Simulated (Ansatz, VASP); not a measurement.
**BeZn2Se3 in VASP and in Ansatz**

```
Be Zn Se
1.0
     3.91842   -0.00098    0.00153
     0.00191   -7.83489   -0.00049
    -1.96298    1.95847   -8.36130
Be Zn Se
2 4 6
Cartesian
  1.9634 -5.8768 0.0006
  1.9581 -1.9591 0.0003
  -0.0073 -3.9183 -2.6995
  0.0021 -0.0003 -2.6984
  1.9586 -5.8769 -5.6614
  1.9596 -1.9597 -5.6618
  0.0030 -5.8765 -1.1994
  -0.0013 -1.9591 -1.1994
  -0.0019 -5.8766 -7.1612
  0.0001 -1.9595 -7.1617
  1.9536 -3.9178 -4.1793
  1.9604 -0.0005 -4.1800
```

Change from the starting cell: cell x2, atoms moved at random (sigma 0.15 Å) and cell strained at random (1.5 %), then relaxed without symmetry.

Alike in both runs: functional PBE; k mesh 4 × 2 × 4; occupations gaussian, width 0.1 eV; no spin polarisation.

Ansatz relaxed the structure, and its values are those at the end. VASP's run is a single point on that final structure, the one shown.

|  | VASP | Ansatz |
| --- | --- | --- |
| version | VASP 6.6.1 | Ansatz 0.2.0 |
| potentials or method | VASP PAW PBE potentials, release 64 (Be, Zn, Se), cutoff 520 eV | scalar-relativistic, plane waves, PAW |
| valence electrons in the cell | 88 | 148 |

|  | VASP | Ansatz | Ansatz less VASP |
| --- | --- | --- | --- |
| gap on the k mesh at the Fermi level (eV) | 1.83 | 1.83 | -0.002 |
| least direct gap on the mesh (eV) | 1.83 | 1.83 | -0.002 |
| pressure (GPa) | 0.2 | 0.0 | -0.21 |
| rms of the force components (eV/Å) | 0.007 | 0.009 | +0.0016 |

VASP's potentials hold 88 valence electrons a cell and Ansatz's 148, so a difference there can come from the potentials and not from the codes.
